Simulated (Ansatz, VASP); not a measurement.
## Two plane-wave programs on Pd3PbC

File INCAR:

```
PREC = Accurate
ENCUT = 520
EDIFF = 1E-7
ISMEAR = -1
SIGMA = 0.1
LREAL = False
LASPH = True
NELM = 60
ALGO = Normal
ISIF = 2
LWAVE = False
LCHARG = False
GGA = PE
NBANDS = 32
```

File KPOINTS:

```
regular mesh
0
Gamma
  6 6 6
```

The input POSCAR:

```
Pd3PbC
1.0
    4.2700921508      0.0000000000      0.0000000000
    0.0000000000      4.2700921508      0.0000000000
    0.0000000000      0.0000000000      4.2700921508
Pd Pb C
3 1 1
Direct
    0.0000000000      0.5000000000      0.5000000000
    0.5000000000      0.5000000000      0.0000000000
    0.5000000000      0.0000000000      0.5000000000
    0.0000000000      0.0000000000      0.0000000000
    0.5000000000      0.5000000000      0.5000000000
```

Input for Ansatz:

```yaml
crystal:
  lattice:
    - [4.270092150781115, 0.0, 0.0]
    - [0.0, 4.270092150781115, 0.0]
    - [0.0, 0.0, 4.270092150781115]
  atoms:
    - { symbol: Pd, position: [0.0, 0.5, 0.5] }
    - { symbol: Pd, position: [0.5, 0.5, 0.0] }
    - { symbol: Pd, position: [0.5, 0.0, 0.5] }
    - { symbol: Pb, position: [0.0, 0.0, 0.0] }
    - { symbol: C, position: [0.5, 0.5, 0.5] }
basis:
  ecutwfc: 557.833418042754
kpoints:
  mp_grid:
    grid: [6, 6, 6]
scf:
  occupations:
    method: fermi_dirac
    width: 0.1
output:
  stress: true
```

Alike in both runs: task single point; functional PBE; k mesh 6 × 6 × 6; occupations fermi-dirac, width 0.1 eV; no spin polarisation.

|  | VASP | Ansatz |
| --- | --- | --- |
| version | VASP 6.6.1 | Ansatz 0.2.0 |
| potentials or method | VASP PAW PBE potentials, release 64 (Pd, Pb_d, C), cutoff 520 eV | plane waves, PAW |
| valence electrons in the cell | 48 | 72 |

|  | VASP | Ansatz | Ansatz less VASP |
| --- | --- | --- | --- |
| pressure (GPa) | 1.8 | 1.8 | -0.01 |

The functional is the same, so the differences come from potentials, cutoffs and numerics. VASP's potentials hold 48 valence electrons a cell and Ansatz's 72, so a difference there can come from the potentials and not from the codes.

Neither program's run includes spin-orbit coupling.
